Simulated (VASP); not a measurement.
CO: single point with PBE+D3(BJ)

The system is CO.

```
O C
1.0
     9.10173    0.00000    0.00000
     0.00000    9.10173    0.00000
     0.00000    0.00000    9.10173
O C
10 10
Direct
  0.17568 0.09508 0.12158
  0.81560 0.31450 0.85877
  0.73674 0.63289 0.72360
  0.80255 0.94837 0.56324
  0.64398 0.80212 0.04440
  0.32277 0.44546 0.91757
  0.08448 0.17588 0.60837
  0.21058 0.51134 0.57610
  0.76380 0.43970 0.26616
  0.27305 0.90139 0.49499
  0.10507 0.07436 0.22242
  0.81855 0.20670 0.92113
  0.68456 0.54239 0.65727
  0.76570 0.97680 0.44733
  0.64022 0.90605 0.97539
  0.43209 0.43595 0.85729
  0.02646 0.24365 0.52006
  0.19754 0.58630 0.47724
  0.78438 0.56421 0.28145
  0.38888 0.89561 0.54375
```

```
Program                : VASP 6.6.1
Task                   : single point
Functional             : PBE
Dispersion             : D3(BJ)
Potentials or basis    : VASP PAW PBE potentials, release 64 (O_h, C_h)
Cutoff                 : 1000 eV
k mesh                 : 1 × 1 × 1
Occupations            : fermi-dirac, width 0.02 eV
Spin                   : no spin polarisation
Dipole correction      : no
Further INCAR settings : LREAL = Auto; ALGO = Normal; EDIFF = 1e-06; NBANDS = 66
```

* Pressure: -0.2 GPa
* Largest force: 2.303 eV/Å
* Dispersion energy per atom: -0.034 eV

Forces on the atoms (eV/Å):
```
O   -0.033  0.000  0.038
O   -0.013  0.162 -0.112
O    0.487  0.847  0.644
O   -0.025  0.020 -0.130
O    0.027  0.003  0.010
O    0.404 -0.039 -0.226
O   -0.351  0.409 -0.519
O    0.043  0.043  0.076
O    0.365  2.250  0.222
O    1.057  0.057  0.449
C    0.019 -0.014 -0.089
C    0.129 -0.158  0.181
C   -0.435 -0.750 -0.780
C   -0.008 -0.053  0.107
C   -0.116 -0.057 -0.031
C   -0.485 -0.009  0.339
C    0.321 -0.423  0.571
C   -0.061 -0.100 -0.119
C   -0.347 -2.267 -0.214
C   -0.979  0.077 -0.415
```

Stress tensor (GPa, compression positive):
```
-0.33  0.16 -0.06
 0.16 -0.26  0.07
-0.06  0.07 -0.12
```

Levels at points of the mesh, in eV from the Fermi level:
```csv
k point,band 47,band 48,band 49,band 50,band 51,band 52,band 53,band 54
"(0.00, 0.00, 0.00)",-0.75,-0.72,-0.56,-0.48,5.43,5.51,5.54,5.62
```

Run time: 5.1 min on 1 thread of Intel(R) Xeon(R) Platinum 8488C (Sapphire Rapids) (shared host), peak memory 1.4 GiB.

Caveat: the k points lie up to 0.69 Å⁻¹ apart.
